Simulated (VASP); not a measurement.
# Al6N in VASP: notebook

Runs on Al6N. Level: PBE. Tasks: single point.

All numbers are computed with VASP 6.6.1; they aren't measurements. Logs are shortened: lines on timing, memory, paths and dates and some standing lists are left out, and cuts for length are marked.

**1. The cell of the first run**

The cell holds a slab with vacuum, 14 atoms: a = 5.714 Å, b = 5.714 Å, c = 22.175 Å, α = 90.00°, β = 90.00°, γ = 90.00°.

**2. Single point, PBE**

Input file INCAR:

```
  PREC = Accurate
  ENCUT = 520
  EDIFF = 1E-6
  ISMEAR = 0
  SIGMA = 0.1
  LREAL = False
  LASPH = True
  NELM = 100
  ALGO = Normal
  ISIF = 2
  LWAVE = False
  LCHARG = False
  LDIPOL = True
  IDIPOL = 3
  DIPOL = 0.5 0.5 0.305
  GGA = PE
  NBANDS = 36
```

Input file KPOINTS:

```
regular mesh
0
Gamma
  5 5 1
```

Input file POSCAR:

```
Al6N
1.0
    5.7143028096      0.0000000000      0.0000000000
    0.0000000000      5.7143028096      0.0000000000
    0.0000000000      0.0000000000     22.1750227687
Al N
12 2
Direct
    0.2500000000      0.2500000000      0.1803831293
    0.2500000000      0.7500000000      0.1803831293
    0.7500000000      0.2500000000      0.1803831293
    0.7500000000      0.7500000000      0.1803831293
    0.0000000000      0.0000000000      0.2744094920
    0.0000000000      0.5000000000      0.2744094920
    0.5000000000      0.0000000000      0.2744094920
    0.5000000000      0.5000000000      0.2744094920
    0.2500000000      0.2500000000      0.3686590473
    0.2500000000      0.7500000000      0.3686590473
    0.7500000000      0.2500000000      0.3686590473
    0.7500000000      0.7500000000      0.3686590473
    0.4037502879      0.5000000000      0.4859080814
    0.5962497121      0.5000000000      0.4859080814
```

Potentials or basis: VASP PAW PBE potentials, release 64 (Al, N).

The run is started by

```bash
$ cat potpaw_PBE.64/Al/POTCAR potpaw_PBE.64/N/POTCAR > POTCAR
$ mpirun -np 1 vasp_std > vasp.out
```

OUTCAR:

```text
PREC = Accurate
   ENCUT = 520
   EDIFF = 1E-6
   ISMEAR = 0
   LREAL = False
   LASPH = True
   NELM = 100
   ISIF = 2
   GGA = PE

 ion  position               nearest neighbor table
   1  0.250  0.250  0.180-   2 2.86   3 2.86   2 2.86   3 2.86   7 2.90   8 2.90   5 2.90   6 2.90

   2  0.250  0.750  0.180-   1 2.86   4 2.86   1 2.86   4 2.86   7 2.90   8 2.90   5 2.90   6 2.90

   3  0.750  0.250  0.180-   1 2.86   4 2.86   4 2.86   1 2.86   7 2.90   8 2.90   5 2.90   6 2.90

   4  0.750  0.750  0.180-   2 2.86   3 2.86   3 2.86   2 2.86   7 2.90   8 2.90   5 2.90   6 2.90

   5  0.000  0.000  0.274-   6 2.86   7 2.86   6 2.86   7 2.86   1 2.90   2 2.90   3 2.90   4 2.90
                            11 2.91  12 2.91   9 2.91  10 2.91
   6  0.000  0.500  0.274-   5 2.86   8 2.86   5 2.86   8 2.86   1 2.90   2 2.90   3 2.90   4 2.90
                            11 2.91  12 2.91   9 2.91  10 2.91
   7  0.500  0.000  0.274-   5 2.86   8 2.86   8 2.86   5 2.86   1 2.90   2 2.90   3 2.90   4 2.90
                            11 2.91  12 2.91   9 2.91  10 2.91
   8  0.500  0.500  0.274-   6 2.86   7 2.86   7 2.86   6 2.86   1 2.90   2 2.90   3 2.90   4 2.90
                            11 2.91  12 2.91   9 2.91  10 2.91
   9  0.250  0.250  0.369-  10 2.86  11 2.86  10 2.86  11 2.86   5 2.91   6 2.91   7 2.91   8 2.91

  10  0.250  0.750  0.369-   9 2.86  12 2.86   9 2.86  12 2.86   5 2.91   6 2.91   7 2.91   8 2.91

  11  0.750  0.250  0.369-   9 2.86  12 2.86  12 2.86   9 2.86   5 2.91   6 2.91   7 2.91   8 2.91

  12  0.750  0.750  0.369-  10 2.86  11 2.86  11 2.86  10 2.86   5 2.91   6 2.91   7 2.91   8 2.91

  13  0.404  0.500  0.486-  14 1.10
  14  0.596  0.500  0.486-  13 1.10

  LATTYP: Found a simple tetragonal cell.
 ALAT       =     5.7143028096
 C/A-ratio  =     3.8806173750

  Lattice vectors:

 A1 = (   5.7143028096,   0.0000000000,   0.0000000000)
 A2 = (   0.0000000000,   5.7143028096,   0.0000000000)
 A3 = (   0.0000000000,   0.0000000000,  22.1750227687)

Analysis of symmetry for initial positions (statically):
=====================================================================
 Subroutine PRICEL returns:
 Original cell was already a primitive cell.

 Routine SETGRP: Setting up the symmetry group for a
 simple tetragonal supercell.

 Subroutine GETGRP returns: Found  4 space group operations
 (whereof  4 operations were pure point group operations)
 out of a pool of 16 trial point group operations.

The static configuration has the point symmetry C_2v.

Analysis of symmetry for dynamics (positions and initial velocities):
=====================================================================
 Subroutine PRICEL returns:
 Original cell was already a primitive cell.

 Routine SETGRP: Setting up the symmetry group for a
 simple tetragonal supercell.

 Subroutine GETGRP returns: Found  4 space group operations
 (whereof  4 operations were pure point group operations)
 out of a pool of 16 trial point group operations.

The dynamic configuration has the point symmetry C_2v.

 Subroutine INISYM returns: Found  4 space group operations
 (whereof  4 operations are pure point group operations),
 and found     1 'primitive' translations

----------------------------------------------------------------------------------------

                                     Primitive cell

  volume of cell :     724.0867

  direct lattice vectors                    reciprocal lattice vectors
     5.714302810  0.000000000  0.000000000     0.174999476  0.000000000  0.000000000
     0.000000000  5.714302810  0.000000000     0.000000000  0.174999476  0.000000000
     0.000000000  0.000000000 22.175022769     0.000000000  0.000000000  0.045095782

  length of vectors
     5.714302810  5.714302810 22.175022769     0.174999476  0.174999476  0.045095782

  position of ions in fractional coordinates (direct lattice)
     0.250000000  0.250000000  0.180383129
     0.250000000  0.750000000  0.180383129
     0.750000000  0.250000000  0.180383129
     0.750000000  0.750000000  0.180383129
     0.000000000  0.000000000  0.274409492
     0.000000000  0.500000000  0.274409492
     0.500000000  0.000000000  0.274409492
     0.500000000  0.500000000  0.274409492
     0.250000000  0.250000000  0.368659047
     0.250000000  0.750000000  0.368659047
     0.750000000  0.250000000  0.368659047
     0.750000000  0.750000000  0.368659047
     0.403750288  0.500000000  0.485908081
     0.596249712  0.500000000  0.485908081

  ion indices of the primitive-cell ions
   primitive index   ion index
                 1           1
                 2           2
                 3           3
                 4           4
                 5           5
                 6           6
                 7           7
                 8           8
                 9           9
                10          10
                11          11
                12          12
                13          13
                14          14

----------------------------------------------------------------------------------------

 KPOINTS: regular mesh

Automatic generation of k-mesh.
 Grid dimensions read from file:
 generate k-points for:    5    5    1

 Generating k-lattice:

  Cartesian coordinates                     Fractional coordinates (reciprocal lattice)
     0.034999895  0.000000000  0.000000000     0.200000000  0.000000000  0.000000000
     0.000000000  0.034999895  0.000000000     0.000000000  0.200000000  0.000000000
     0.000000000  0.000000000  0.045095782     0.000000000  0.000000000  1.000000000

  Length of vectors
     0.034999895  0.034999895  0.045095782

  Shift w.r.t. Gamma in fractional coordinates (k-lattice)
     0.000000000  0.000000000  0.000000000

 Subroutine IBZKPT returns following result:
 ===========================================

 Found      9 irreducible k-points:

 Following reciprocal coordinates:
            Coordinates               Weight
  0.000000  0.000000  0.000000      1.000000
  0.200000  0.000000  0.000000      2.000000
  0.000000  0.200000  0.000000      2.000000
  0.400000  0.000000  0.000000      2.000000
  0.000000  0.400000  0.000000      2.000000
  0.200000  0.200000  0.000000      4.000000
  0.400000  0.200000  0.000000      4.000000
 -0.200000  0.400000  0.000000      4.000000
  0.400000  0.400000  0.000000      4.000000
   k-points           NKPTS =      9   k-points in BZ     NKDIM =      9   number of bands    NBANDS=     36
   number of dos      NEDOS =    301   number of ions     NIONS =     14
   total plane-waves  NPLWV = 296352
   dimension x,y,z NGX =    42 NGY =   42 NGZ =  168
   dimension x,y,z NGXF=    84 NGYF=   84 NGZF=  336
   ions per type =              12   2
   NGX,Y,Z   is equivalent  to a cutoff of  12.22, 12.22, 12.59 a.u.
   NGXF,Y,Z  is equivalent  to a cutoff of  24.44, 24.44, 25.19 a.u.
 SYSTEM =  unknown system
   PREC   = accura    normal or accurate (medium, high low for compatibility)
   ISTART =      0    job   : 0-new  1-cont  2-samecut
   ICHARG =      2    charge: 1-file 2-atom 10-const
   ISPIN  =      1    spin polarized calculation?
   LNONCOLLINEAR =      F non collinear calculations
   LSORBIT =      F    spin-orbit coupling
   LASPH  =      T    aspherical Exc in radial PAW
   ENCUT  =  520.0 eV  38.22 Ry    6.18 a.u.  10.62 10.62 41.23*2*pi/ulx,y,z
   NELM   =    100;   NELMIN=  2; NELMDL= -5     # of ELM steps
   EDIFF  = 0.1E-05   stopping-criterion for ELM
   LREAL  =      F    real-space projection
   EDIFFG = 0.1E-04   stopping-criterion for IOM
   NSW    =      0    number of steps for IOM
   IBRION =     -1    ionic relax: 0-MD 1-quasi-New 2-CG
   NFREE  =      0    steps in history (QN), initial steepest desc. (CG)
   ISIF   =      2    stress and relaxation
   ISYM   =      2    0-nonsym 1-usesym 2-fastsym
   POTIM  = 0.5000    time-step for ionic-motion
   TEBEG  =    0.0;   TEEND  =   0.0 temperature during run
   PSTRESS=    0.0 pullay stress
   NELECT =      46.0000    total number of electrons
   NUPDOWN=      -1.0000    fix difference up-down
   EMIN   =  10.00;   EMAX   =-10.00  energy-range for DOS
   EFERMI =   0.00;   METHOD = LEGACY
   ISMEAR =     0;   SIGMA  =   0.10  broadening in eV -4-tet -1-fermi 0-gaus
   EFERMI_NEDOS =   21; number of points for ismear=-14 and -15
   IALGO  =     38    algorithm
   IMIX   =      4    mixing-type and parameters
     AMIX     =   0.40;   BMIX     =  1.00
     AMIX_MAG =   1.60;   BMIX_MAG =  1.00
  volume/ion in A,a.u.               =      51.72       349.03
  Fermi-wavevector in a.u.,A,eV,Ry     =   0.653227  1.234419  5.805675  0.426705
  Thomas-Fermi vector in A             =   1.723399
   LORBIT       =      0    0 simple, 1 ext, 2 COOP (PROOUT), +10 PAW based schemes
   GGA     = PE    functional components
   LHFCALC =     F    Hartree Fock is set to
   AEXX    =    0.0000 exact exchange contribution
   IVDW    =     0    specifies the selected vdW correction
   LEPSILON=     F    determine dielectric tensor
   LRPA    =     F    only Hartree local field effects (RPA)
 non-spin polarized calculation
 Gauss-broadening in eV      SIGMA  =   0.10
  energy-cutoff  :      520.00
  volume of cell :      724.09
 maximum number of plane-waves:     19529
   NGX = 21   NGY = 21   NGZ = 83

 dipolmoment           0.000000      0.000000      0.000039 electrons x Angstroem

 number of electron      46.0000001 magnetization

 dipolmoment           0.000000      0.000000     -0.039056 electrons x Angstroem

 Free energy of the ion-electron system (eV)
  ---------------------------------------------------
  ext. energy  EPLUGINS =         0.00000000
  ---------------------------------------------------
  free energy    TOTEN  =       -57.50111575 eV

  energy without entropy =      -57.47967268  energy(sigma->0) =      -57.49039421

 E-fermi :  -0.7357     XC(G=0):  -4.0417

 val. band max:       -0.7544475380   @ k =   0.0000   0.0000   0.0000
 cond. band min:      -0.7356512045   @ k =   0.0000   0.0000   0.0000
 fundamental gap:      0.0187963335
 Fermi energy:        -0.7356568132

 k-point     1 :       0.0000    0.0000    0.0000
  band No.  band energies     occupation
      1     -24.8676      2.00000
      2     -10.8229      2.00000
      3     -10.0224      2.00000
      4      -8.8973      2.00000
      5      -8.2144      2.00000
      6      -8.1909      2.00000
[... 27 lines left out ...]
     34       1.8488      0.00000
     35       2.2495      0.00000

 k-point     2 :       0.2000    0.0000    0.0000
  band No.  band energies     occupation
      1     -24.8676      2.00000
      2     -10.6441      2.00000
      3     -10.0369      2.00000
      4      -8.7644      2.00000
      5      -8.2120      2.00000
      6      -8.1642      2.00000
[... 27 lines left out ...]
     34       1.9571      0.00000
     35       2.1882      0.00000
[... 226 lines left out ...]
     34       2.3806      0.00000
     35       2.4511      0.00000

 k-point     9 :       0.4000    0.4000    0.0000
  band No.  band energies     occupation
      1     -24.8674      2.00000
      2     -10.0616      2.00000
      3      -9.3899      2.00000
      4      -8.6079      2.00000
      5      -8.4914      2.00000
      6      -8.3052      2.00000
[... 27 lines left out ...]
     34       2.0972      0.00000
     35       2.2999      0.00000
 [bands above 35 left out]

------------------------ aborting loop because EDIFF is reached ----------------------------------------

 vacuum level on the upper side and lower side of the slab       (xc-potential included)        -0.118         0.097

  FORCE on cell =-STRESS in cart. coord.  units (eV):
  Direction    XX          YY          ZZ          XY          YZ          ZX
  --------------------------------------------------------------------------------------
  -------------------------------------------------------------------------------------
  Total       -3.8273331     -6.9843576      2.0093608      0.0000000      0.0000000      0.0000000
  in kB       -8.4686907    -15.4541981      4.4460868      0.0000000      0.0000000      0.0000000
  external PRESSURE =      -6.4922673 kB  Pullay stress =       0.0000000 kB

 VOLUME and BASIS-vectors are now :
 -----------------------------------------------------------------------------
  energy-cutoff  :      520.00
  volume of cell :      724.09
      direct lattice vectors                 reciprocal lattice vectors
     5.714302810  0.000000000  0.000000000     0.174999476  0.000000000  0.000000000
     0.000000000  5.714302810  0.000000000     0.000000000  0.174999476  0.000000000
     0.000000000  0.000000000 22.175022769     0.000000000  0.000000000  0.045095782

 POSITION                                       TOTAL-FORCE (eV/Angst)
 -----------------------------------------------------------------------------------
      1.42858      1.42858      4.00000        -0.011134     -0.014330      0.017309
      1.42858      4.28573      4.00000        -0.011134      0.014330      0.017309
      4.28573      1.42858      4.00000         0.011134     -0.014330      0.017309
      4.28573      4.28573      4.00000         0.011134      0.014330      0.017309
      0.00000      0.00000      6.08504         0.000000     -0.000000      0.023038
      0.00000      2.85715      6.08504         0.000000     -0.000000     -0.020043
      2.85715      0.00000      6.08504         0.000000     -0.000000     -0.032576
      2.85715      2.85715      6.08504         0.000000     -0.000000      0.011868
      1.42858      1.42858      8.17502        -0.118540     -0.144978     -0.236892
      1.42858      4.28573      8.17502        -0.118540      0.144978     -0.236892
      4.28573      1.42858      8.17502         0.118540     -0.144978     -0.236892
      4.28573      4.28573      8.17502         0.118540      0.144978     -0.236892
      2.30715      2.85715     10.77502        -3.072101     -0.000000      0.448022
      3.40715      2.85715     10.77502         3.072101     -0.000000      0.448022
 -----------------------------------------------------------------------------------
    total drift:                                0.000000      0.000000      0.000198

  FREE ENERGIE OF THE ION-ELECTRON SYSTEM (eV)
  ---------------------------------------------------
  free  energy   TOTEN  =       -57.5011157498 eV

  energy  without entropy=      -57.4796726782  energy(sigma->0) =      -57.49039421

 vacuum level on the upper side and lower side of the slab         3.531         3.748
```

It took 4.3 min on 1 thread of Intel Xeon 6975P-C (Granite Rapids), shared host; peak memory 0.69 GiB.

Results:

- Free energy: -57.5011 eV
- Largest force: 3.105 eV/Å
- Band gap on the k mesh: zero (bands 23 and 24 overlap by 0.53 eV)

Forces on the atoms (eV/Å):
```
Al  -0.011 -0.014  0.017
Al  -0.011  0.014  0.017
Al   0.011 -0.014  0.017
Al   0.011  0.014  0.017
Al   0.000  0.000  0.023
Al   0.000  0.000 -0.020
Al   0.000  0.000 -0.033
Al   0.000  0.000  0.012
Al  -0.119 -0.145 -0.237
Al  -0.119  0.145 -0.237
Al   0.119 -0.145 -0.237
Al   0.119  0.145 -0.237
N   -3.072  0.000  0.448
N    3.072  0.000  0.448
```

Levels at points of the mesh, in eV from the Fermi level:
```
           k point  band 21  band 22  band 23  band 24  band 25  band 26
(0.00, 0.00, 0.00)    -0.78    -0.70    -0.35    -0.02     0.00     0.02
```

Caveat: the standard files for N, O and F lose accuracy on very short bonds.

**3. Single point, PBE**

Input file INCAR:

```
PREC = Accurate
ENCUT = 520
EDIFF = 1E-7
ISMEAR = 0
SIGMA = 0.1
LREAL = F
LASPH = T
NELM = 60
ALGO = Normal
ISIF = 2
LWAVE = F
LCHARG = F
LDIPOL = T
IDIPOL = 3
DIPOL = 0.5 0.5 0.311
GGA = PE
NBANDS = 36
```

Input file KPOINTS:

```
Automatic mesh
0
Gamma
  5 5 1
```

Changes to POSCAR since step 2:

```diff
@@ -20,3 +20,3 @@
     0.7500000000      0.7500000000      0.3686590473
-    0.4037502879      0.5000000000      0.4859080814
-    0.5962497121      0.5000000000      0.4859080814
+    0.4037502879      0.5000000000      0.5310038637
+    0.5962497121      0.5000000000      0.5310038637
```

Potentials or basis: VASP PAW PBE potentials, release 64 (Al, N).

The run is started by

```bash
$ cat potpaw_PBE.64/Al/POTCAR potpaw_PBE.64/N/POTCAR > POTCAR
$ mpirun -np 1 vasp_std > vasp.out
```

Wall time 6.6 min (1 thread of Intel Xeon 6975P-C (Granite Rapids), shared host); peak memory 0.69 GiB.

The run converged. Its results:

```
Free energy            : -57.8946 eV
Largest force          : 2.187 eV/Å
Band gap on the k mesh : zero (bands 23 and 24 overlap by 0.52 eV)
```

Forces in eV/Å, atoms in the order of the input:
```
Al  -0.001 -0.001  0.019
Al  -0.001  0.001  0.019
Al   0.001 -0.001  0.019
Al   0.001  0.001  0.019
Al   0.000  0.000  0.013
Al   0.000  0.000  0.009
Al   0.000  0.000  0.007
Al   0.000  0.000  0.004
Al  -0.007 -0.009 -0.051
Al  -0.007  0.009 -0.051
Al   0.007 -0.009 -0.051
Al   0.007  0.009 -0.051
N   -2.187  0.000  0.049
N    2.187  0.000  0.049
```

Levels at points of the mesh, in eV from the Fermi level:
```tsv
k point	band 21	band 22	band 23	band 24	band 25	band 26
(0.00, 0.00, 0.00)	-0.75	-0.67	-0.32	0.03	0.03	0.06
```

Caveat: the standard files for N, O and F lose accuracy on very short bonds.

**4. Single point, PBE**

Input file INCAR:

```
SYSTEM = Al6N
  PREC = Accurate
  ENCUT = 520
  EDIFF = 1E-6
  ISMEAR = 0
  SIGMA = 0.1
  LREAL = .False.
  LASPH = .True.
  NELM = 100
  ALGO = Normal
  ISIF = 2
  LWAVE = .False.
  LCHARG = .False.
  LDIPOL = .True.
  IDIPOL = 3
  DIPOL = 0.5 0.5 0.295
  GGA = PE
  NBANDS = 36
```

Input file KPOINTS:

```
Automatic mesh
0
Gamma
  5 5 1
  0 0 0
```

Changes to POSCAR since step 3:

```diff
@@ -20,3 +20,3 @@
     0.7500000000      0.7500000000      0.3686590473
-    0.4037502879      0.5000000000      0.5310038637
-    0.5962497121      0.5000000000      0.5310038637
+    0.3660379008      0.5000000000      0.4191663236
+    0.6339620992      0.5000000000      0.4191663236
```

The run is started by

```bash
$ cat potpaw_PBE.64/Al/POTCAR potpaw_PBE.64/N/POTCAR > POTCAR
$ mpirun -np 1 vasp_std > vasp.out
```

Run time: 6.6 min. Hardware: 1 thread of Intel Xeon 6975P-C (Granite Rapids), shared host; peak memory 0.69 GiB.

It converged, with:

| Property | Result |
| --- | --- |
| Free energy | -57.2522 eV |
| Largest force | 1.820 eV/Å |
| Band gap on the k mesh | zero (bands 23 and 24 overlap by 0.67 eV) |

Forces in eV/Å, atoms in the order of the input:
```
Al   0.051  0.031  0.060
Al   0.051 -0.031  0.060
Al  -0.051  0.031  0.060
Al  -0.051 -0.031  0.060
Al   0.000  0.000 -0.084
Al   0.000  0.000 -0.033
Al   0.000  0.000  0.238
Al   0.000  0.000 -0.289
Al  -0.255 -0.125  0.353
Al  -0.255  0.125  0.353
Al   0.255 -0.125  0.353
Al   0.255  0.125  0.353
N    1.663  0.000 -0.741
N   -1.663  0.000 -0.741
```

Levels at points of the mesh, in eV from the Fermi level:
```csv
k point,band 19,band 20,band 21,band 22,band 23,band 24,band 25,band 26,band 27,band 28
"(0.00, 0.00, 0.00)",-1.85,-1.01,-0.58,-0.40,-0.33,-0.28,-0.20,0.32,0.56,1.38
```

**5. The runs side by side**

```csv
cell,gap on the mesh (eV),largest force (eV/Å)
"as given, atomic positions A",none,3.10
"as given, atomic positions B",none,2.19
"as given, atomic positions C",none,1.82
```

Alike in all rows: task single point; level PBE; potentials or basis VASP PAW PBE potentials, release 64 (Al, N); no spin polarisation; k mesh 5 × 5 × 1; cutoff (eV) 520; smearing gaussian 0.1 eV.

Caveats: the standard files for N, O and F lose accuracy on very short bonds (at least some runs).

Absolute energies hang on the potentials; compare differences alone.

The gap in the log of VASP goes by the Fermi energy; the results here count the filled bands.